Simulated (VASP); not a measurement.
# Cs2SnI6 (Fm-3m) in VASP: single point with PBE

Aim: the single point of Cs2SnI6 with PBE.

Everything below comes from runs of VASP 6.6.1. Logs are shortened: lines on timing, memory, paths and dates and some standing lists are left out, and cuts for length are marked.

**Experimental background.**

From “Changes in charge density vs changes in formal oxidation states: The case of Sn halide perovskites and their ordered vacancy analogues”, 2017, arxiv:1705.01565, for a powder of Cs2SnI6: band gap 1.3 eV (optical).

The runs below are set against these values where they give the same quantity.

## Step 1: The cell of the first run

Symmetry: Fm-3m, No. 225, cubic system. Conventional cell: a = 12.037 Å, b = 12.037 Å, c = 12.037 Å, α = 90.00°, β = 90.00°, γ = 90.00°. Within 5.6 Å of Cs (site symmetry -43m) lie 12 I at 4.26 Å and 4 Sn at 5.21 Å. Within 3.8 Å of Sn (site symmetry m-3m) lie 6 I at 2.91 Å. Within 3.8 Å of I (site symmetry 4mm) lie 1 Sn at 2.91 Å.

## Step 2: Single point, PBE

The input, INCAR:

```
ALGO = Normal
EDIFF = 1E-6
ENCUT = 500
GGA = PE
GGA_COMPAT = False
ISIF = 2
ISMEAR = 0
LASPH = True
LCHARG = False
LREAL = False
LWAVE = False
NBANDS = 47
NELM = 120
PREC = Accurate
SIGMA = 0.01
```

The input, KPOINTS:

```
k-points
0
Gamma
  6 6 6
```

The input, POSCAR:

```
Cs2SnI6
1.0
    0.0000000000      6.0185611816      6.0185611816
    6.0185611816      0.0000000000      6.0185611816
    6.0185611816      6.0185611816      0.0000000000
Cs Sn I
2 1 6
Direct
    0.2500000000      0.2500000000      0.2500000000
    0.7500000000      0.7500000000      0.7500000000
    0.0000000000      0.0000000000      0.0000000000
    0.7581581820      0.2418418180      0.2418418180
    0.2418418180      0.7581581820      0.2418418180
    0.2418418180      0.7581581820      0.7581581820
    0.7581581820      0.2418418180      0.7581581820
    0.2418418180      0.2418418180      0.7581581820
    0.7581581820      0.7581581820      0.2418418180
```

Potentials or basis: VASP PAW PBE potentials, release 64 (Cs_sv, Sn_d, I).

The run is started by

```sh
> cat potpaw_PBE.64/Cs_sv/POTCAR potpaw_PBE.64/Sn_d/POTCAR potpaw_PBE.64/I/POTCAR > POTCAR
> mpirun -np 1 vasp_std > vasp.out
```

OUTCAR:

```text
EDIFF = 1E-6
   ENCUT = 500
   GGA = PE
   ISIF = 2
   ISMEAR = 0
   LASPH = True
   LREAL = False
   NELM = 120
   PREC = Accurate

 ion  position               nearest neighbor table
   1  0.250  0.250  0.250-
   2  0.750  0.750  0.750-
   3  0.000  0.000  0.000-   4 2.91   5 2.91   6 2.91   7 2.91   8 2.91   9 2.91
   4  0.758  0.242  0.242-   3 2.91
   5  0.242  0.758  0.242-   3 2.91
   6  0.242  0.758  0.758-   3 2.91
   7  0.758  0.242  0.758-   3 2.91
   8  0.242  0.242  0.758-   3 2.91
   9  0.758  0.758  0.242-   3 2.91

  LATTYP: Found a face centered cubic cell.
 ALAT       =    12.0371223632

  Lattice vectors:

 A1 = (   0.0000000000,   6.0185611816,   6.0185611816)
 A2 = (   6.0185611816,   0.0000000000,   6.0185611816)
 A3 = (   6.0185611816,   6.0185611816,   0.0000000000)

Analysis of symmetry for initial positions (statically):
=====================================================================
 Subroutine PRICEL returns:
 Original cell was already a primitive cell.

 Routine SETGRP: Setting up the symmetry group for a
 face centered cubic supercell.

 Subroutine GETGRP returns: Found 48 space group operations
 (whereof 48 operations were pure point group operations)
 out of a pool of 48 trial point group operations.

The static configuration has the point symmetry O_h .

Analysis of symmetry for dynamics (positions and initial velocities):
=====================================================================
 Subroutine PRICEL returns:
 Original cell was already a primitive cell.

 Routine SETGRP: Setting up the symmetry group for a
 face centered cubic supercell.

 Subroutine GETGRP returns: Found 48 space group operations
 (whereof 48 operations were pure point group operations)
 out of a pool of 48 trial point group operations.

The dynamic configuration has the point symmetry O_h .

 Subroutine INISYM returns: Found 48 space group operations
 (whereof 48 operations are pure point group operations),
 and found     1 'primitive' translations

----------------------------------------------------------------------------------------

                                     Primitive cell

  volume of cell :     436.0216

  direct lattice vectors                    reciprocal lattice vectors
     0.000000000  6.018561182  6.018561182    -0.083076334  0.083076334  0.083076334
     6.018561182  0.000000000  6.018561182     0.083076334 -0.083076334  0.083076334
     6.018561182  6.018561182  0.000000000     0.083076334  0.083076334 -0.083076334

  length of vectors
     8.511530849  8.511530849  8.511530849     0.143892432  0.143892432  0.143892432

  position of ions in fractional coordinates (direct lattice)
     0.250000000  0.250000000  0.250000000
     0.750000000  0.750000000  0.750000000
     0.000000000  0.000000000  0.000000000
     0.758158182  0.241841818  0.241841818
     0.241841818  0.758158182  0.241841818
     0.241841818  0.758158182  0.758158182
     0.758158182  0.241841818  0.758158182
     0.241841818  0.241841818  0.758158182
     0.758158182  0.758158182  0.241841818

  ion indices of the primitive-cell ions
   primitive index   ion index
                 1           1
                 2           2
                 3           3
                 4           4
                 5           5
                 6           6
                 7           7
                 8           8
                 9           9

----------------------------------------------------------------------------------------

 KPOINTS: k-points

Automatic generation of k-mesh.
 Grid dimensions read from file:
 generate k-points for:    6    6    6

 Generating k-lattice:

  Cartesian coordinates                     Fractional coordinates (reciprocal lattice)
    -0.013846056  0.013846056  0.013846056     0.166666667  0.000000000  0.000000000
     0.013846056 -0.013846056  0.013846056     0.000000000  0.166666667  0.000000000
     0.013846056  0.013846056 -0.013846056     0.000000000  0.000000000  0.166666667

  Length of vectors
     0.023982072  0.023982072  0.023982072

  Shift w.r.t. Gamma in fractional coordinates (k-lattice)
     0.000000000  0.000000000  0.000000000

 Subroutine IBZKPT returns following result:
 ===========================================

 Found     16 irreducible k-points:

 Following reciprocal coordinates:
            Coordinates               Weight
  0.000000  0.000000  0.000000      1.000000
  0.166667  0.000000  0.000000      8.000000
  0.333333  0.000000  0.000000      8.000000
  0.500000  0.000000  0.000000      4.000000
  0.166667  0.166667  0.000000      6.000000
  0.333333  0.166667  0.000000     24.000000
[... 8 lines left out ...]
 -0.333333  0.333333  0.166667     24.000000
 -0.333333  0.500000  0.166667     12.000000
   k-points           NKPTS =     16   k-points in BZ     NKDIM =     16   number of bands    NBANDS=     47
   number of dos      NEDOS =    301   number of ions     NIONS =      9
   total plane-waves  NPLWV = 262144
   dimension x,y,z NGX =    64 NGY =   64 NGZ =   64
   dimension x,y,z NGXF=   128 NGYF=  128 NGZF=  128
   ions per type =               2   1   6
   NGX,Y,Z   is equivalent  to a cutoff of  12.50, 12.50, 12.50 a.u.
   NGXF,Y,Z  is equivalent  to a cutoff of  25.00, 25.00, 25.00 a.u.
 SYSTEM =  unknown system
   PREC   = accura    normal or accurate (medium, high low for compatibility)
   ISTART =      0    job   : 0-new  1-cont  2-samecut
   ICHARG =      2    charge: 1-file 2-atom 10-const
   ISPIN  =      1    spin polarized calculation?
   LNONCOLLINEAR =      F non collinear calculations
   LSORBIT =      F    spin-orbit coupling
   LASPH  =      T    aspherical Exc in radial PAW
   ENCUT  =  500.0 eV  36.75 Ry    6.06 a.u.  15.52 15.52 15.52*2*pi/ulx,y,z
   NELM   =    120;   NELMIN=  2; NELMDL= -5     # of ELM steps
   EDIFF  = 0.1E-05   stopping-criterion for ELM
   LREAL  =      F    real-space projection
   EDIFFG = 0.1E-04   stopping-criterion for IOM
   NSW    =      0    number of steps for IOM
   IBRION =     -1    ionic relax: 0-MD 1-quasi-New 2-CG
   NFREE  =      0    steps in history (QN), initial steepest desc. (CG)
   ISIF   =      2    stress and relaxation
   ISYM   =      2    0-nonsym 1-usesym 2-fastsym
   POTIM  = 0.5000    time-step for ionic-motion
   TEBEG  =    0.0;   TEEND  =   0.0 temperature during run
   PSTRESS=    0.0 pullay stress
   NELECT =      74.0000    total number of electrons
   NUPDOWN=      -1.0000    fix difference up-down
   EMIN   =  10.00;   EMAX   =-10.00  energy-range for DOS
   EFERMI =   0.00;   METHOD = LEGACY
   ISMEAR =     0;   SIGMA  =   0.01  broadening in eV -4-tet -1-fermi 0-gaus
   EFERMI_NEDOS =   21; number of points for ismear=-14 and -15
   IALGO  =     38    algorithm
   IMIX   =      4    mixing-type and parameters
     AMIX     =   0.40;   BMIX     =  1.00
     AMIX_MAG =   1.60;   BMIX_MAG =  1.00
  volume/ion in A,a.u.               =      48.45       326.94
  Fermi-wavevector in a.u.,A,eV,Ry     =   0.906392  1.712833 11.177818  0.821546
  Thomas-Fermi vector in A             =   2.030074
   LORBIT       =      0    0 simple, 1 ext, 2 COOP (PROOUT), +10 PAW based schemes
   GGA     = PE    functional components
   LHFCALC =     F    Hartree Fock is set to
   AEXX    =    0.0000 exact exchange contribution
   IVDW    =     0    specifies the selected vdW correction
   LEPSILON=     F    determine dielectric tensor
   LRPA    =     F    only Hartree local field effects (RPA)
 non-spin polarized calculation
 Gauss-broadening in eV      SIGMA  =   0.01
  energy-cutoff  :      500.00
  volume of cell :      436.02
 maximum number of plane-waves:     11113
 NGX is ok and might be reduce to    64
   NGX = 31   NGY = 31   NGZ = 31

 number of electron      74.0000011 magnetization

 Free energy of the ion-electron system (eV)
  ---------------------------------------------------
  ext. energy  EPLUGINS =         0.00000000
  ---------------------------------------------------
  free energy    TOTEN  =       -22.98285142 eV

  energy without entropy =      -22.98285142  energy(sigma->0) =      -22.98285142

 E-fermi :   1.1630     XC(G=0):  -7.4940

 val. band max:        1.1050485799   @ k =   0.0000   0.0000   0.0000
 cond. band min:       1.3611368107   @ k =   0.0000   0.0000   0.0000
 fundamental gap:      0.2560882307
 Fermi energy:         1.1629709636

 k-point     1 :       0.0000    0.0000    0.0000
  band No.  band energies     occupation
      1     -20.2459      2.00000
      2     -20.2459      2.00000
      3     -20.2040      2.00000
      4     -20.2040      2.00000
      5     -20.2040      2.00000
      6     -19.3871      2.00000
[... 39 lines left out ...]
     46       6.3894      0.00000
     47       6.3894      0.00000

 k-point     2 :       0.1667    0.0000    0.0000
  band No.  band energies     occupation
      1     -20.2459      2.00000
      2     -20.2459      2.00000
      3     -20.2040      2.00000
      4     -20.2040      2.00000
      5     -20.2040      2.00000
      6     -19.3869      2.00000
[... 39 lines left out ...]
     46       6.5497      0.00000
     47       6.5686      0.00000

 k-point     3 :       0.3333    0.0000    0.0000
  band No.  band energies     occupation
      1     -20.2459      2.00000
      2     -20.2459      2.00000
      3     -20.2040      2.00000
      4     -20.2040      2.00000
      5     -20.2040      2.00000
      6     -19.3865      2.00000
[... 639 lines left out ...]
     46       7.1113      0.00000
     47       7.2859      0.00000

 k-point    16 :      -0.3333    0.5000    0.1667
  band No.  band energies     occupation
      1     -20.2459      2.00000
      2     -20.2459      2.00000
      3     -20.2040      2.00000
      4     -20.2040      2.00000
      5     -20.2040      2.00000
      6     -19.3862      2.00000
[... 39 lines left out ...]
     46       7.1854      0.00000
     47       7.2854      0.00000

------------------------ aborting loop because EDIFF is reached ----------------------------------------

  FORCE on cell =-STRESS in cart. coord.  units (eV):
  Direction    XX          YY          ZZ          XY          YZ          ZX
  --------------------------------------------------------------------------------------
  -------------------------------------------------------------------------------------
  Total        0.0169139      0.0169139      0.0169139      0.0000000      0.0000000      0.0000000
  in kB        0.0621507      0.0621507      0.0621507      0.0000000      0.0000000      0.0000000
  external PRESSURE =       0.0621507 kB  Pullay stress =       0.0000000 kB

 VOLUME and BASIS-vectors are now :
 -----------------------------------------------------------------------------
  energy-cutoff  :      500.00
  volume of cell :      436.02
      direct lattice vectors                 reciprocal lattice vectors
     0.000000000  6.018561182  6.018561182    -0.083076334  0.083076334  0.083076334
     6.018561182  0.000000000  6.018561182     0.083076334 -0.083076334  0.083076334
     6.018561182  6.018561182  0.000000000     0.083076334  0.083076334 -0.083076334

 POSITION                                       TOTAL-FORCE (eV/Angst)
 -----------------------------------------------------------------------------------
      3.00928      3.00928      3.00928        -0.000000      0.000000      0.000000
      9.02784      9.02784      9.02784        -0.000000     -0.000000     -0.000000
      0.00000      0.00000      0.00000        -0.000000      0.000000      0.000000
      2.91108      6.01856      6.01856        -0.002426      0.000000      0.000000
      6.01856      2.91108      6.01856        -0.000000     -0.002426      0.000000
      9.12604      6.01856      6.01856         0.002426      0.000000      0.000000
      6.01856      9.12604      6.01856        -0.000000      0.002426      0.000000
      6.01856      6.01856      2.91108        -0.000000      0.000000     -0.002426
      6.01856      6.01856      9.12604        -0.000000      0.000000      0.002426
 -----------------------------------------------------------------------------------
    total drift:                               -0.000000     -0.000000      0.000000

  FREE ENERGIE OF THE ION-ELECTRON SYSTEM (eV)
  ---------------------------------------------------
  free  energy   TOTEN  =       -22.9828514217 eV

  energy  without entropy=      -22.9828514217  energy(sigma->0) =      -22.98285142
```

Wall time 11 min (1 thread of Intel Xeon 8259CL, shared host); peak memory 0.75 GiB.

Results:

- Free energy: -22.9829 eV
- Pressure: 0.0 GPa
- Band gap on the k mesh: 0.26 eV

Forces on the atoms (eV/Å):
```
Cs   0.000  0.000  0.000
Cs   0.000  0.000  0.000
Sn   0.000  0.000  0.000
I   -0.002  0.000  0.000
I    0.000 -0.002  0.000
I    0.002  0.000  0.000
I    0.000  0.002  0.000
I    0.000  0.000 -0.002
I    0.000  0.000  0.002
```

Levels at points of the mesh, in eV from the valence-band top:
| k point | band 33 | band 34 | band 35 | band 36 | band 37 | band 38 | band 39 | band 40 | band 41 | band 42 |
| --- | --- | --- | --- | --- | --- | --- | --- | --- | --- | --- |
| (0.00, 0.00, 0.00) | -0.44 | -0.44 | 0.00 | 0.00 | 0.00 | 0.26 | 4.02 | 4.02 | 4.02 | 4.03 |
| (0.50, 0.00, 0.00) | -0.42 | -0.42 | -0.28 | -0.25 | -0.25 | 1.04 | 3.56 | 4.93 | 4.93 | 5.12 |
| (0.50, 0.50, 0.00) | -0.75 | -0.61 | -0.61 | -0.60 | -0.02 | 1.30 | 4.46 | 4.46 | 4.66 | 5.77 |

Caveat: spin-orbit coupling is left out, which moves the levels of the heavy elements.

## Step 3: How close it comes

Step 2. Against the measured gap of Cs2SnI6, 1.3 eV (optical; powder; “Changes in charge density vs changes in formal oxidation states: The case of Sn halide perovskites and their ordered vacancy analogues”, 2017, arxiv:1705.01565), the calculated 0.26 eV is off by -1.04 eV. So large a miss can be the level of theory's own, or it may mean another phase, state or a wrong row. Spin-orbit coupling on Cs, I, Sn is left out. The value is that of PBE on a finite k mesh, which can miss the band edges, without temperature or zero-point motion. Semilocal functionals fall short of measured gaps as a rule.
